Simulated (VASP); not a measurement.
# BAs: single point with LDA

The system is BAs.

```xyz
2
Lattice="0.0000 2.3919 2.3919 2.3919 0.0000 2.3919 2.3919 2.3919 0.0000" Properties=species:S:1:pos:R:3 pbc="T T T"
B     0.0000    0.0000    0.0000
As    1.1959    1.1959    1.1959
```

```json
{"Program": "VASP 6.6.1", "Task": "single point", "Functional": "LDA", "Potentials or basis": "VASP PAW LDA potentials, release 64 (B, As)", "Cutoff": "500 eV", "k mesh": "6 × 6 × 6", "Occupations": "gaussian, width 0.01 eV", "Spin": "no spin polarisation"}
```

```yaml
Pressure: -3.6 GPa
Band_gap_on_the_k_mesh: 1.22 eV, indirect (least direct gap 3.24 eV)
```

Levels at points of the mesh, in eV from the valence-band top:
```
           k point  band 1  band 2  band 3  band 4  band 5  band 6  band 7  band 8  band 9
(0.00, 0.00, 0.00)  -15.34    0.00    0.00    0.00    3.24    3.24    3.24    4.64    9.33
(0.50, 0.00, 0.00)  -12.50   -8.73   -1.81   -1.81    2.66    4.74    4.74    8.68   12.44
(0.50, 0.50, 0.00)  -11.23   -8.41   -4.06   -4.06    1.34    1.41   11.19   11.19   12.60
```

Wall time 5.1 s on 1 thread of Intel Xeon 6975P-C, with other jobs on the host, peak memory 0.14 GiB.

A k mesh can miss the band edges. Expect the measured gap to be larger: semilocal functionals such as LDA lack the derivative discontinuity.
